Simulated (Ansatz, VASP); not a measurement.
**Y: VASP beside Ansatz**

```
CELL_PARAMETERS angstrom
3.78032 0.00000 0.00000
-1.89016 3.27386 0.00000
0.00000 0.00000 12.07716
ATOMIC_POSITIONS crystal
Y 0.00000 0.00000 0.00000
Y 0.00000 0.00000 0.50000
Y 0.33333 0.66667 0.25000
Y 0.66667 0.33333 0.75000
```

Alike in both runs: task single point; functional r2SCAN; k mesh 11 × 11 × 3; occupations fermi-dirac, width 0.1 eV; no spin polarisation.

```csv
,VASP,Ansatz
version,VASP 6.6.1,Ansatz 0.2.0
potentials or method,"VASP PAW PBE potentials, release 64 (Y_sv), cutoff 520 eV","plane waves (500 eV) with PAW, scalar-relativistic"
valence electrons in the cell,44,44
```

```tsv
	VASP	Ansatz	Ansatz less VASP
pressure (GPa)	-3.5	-3.6	-0.06
```

VASP's potentials were made for PBE, not for r2SCAN.
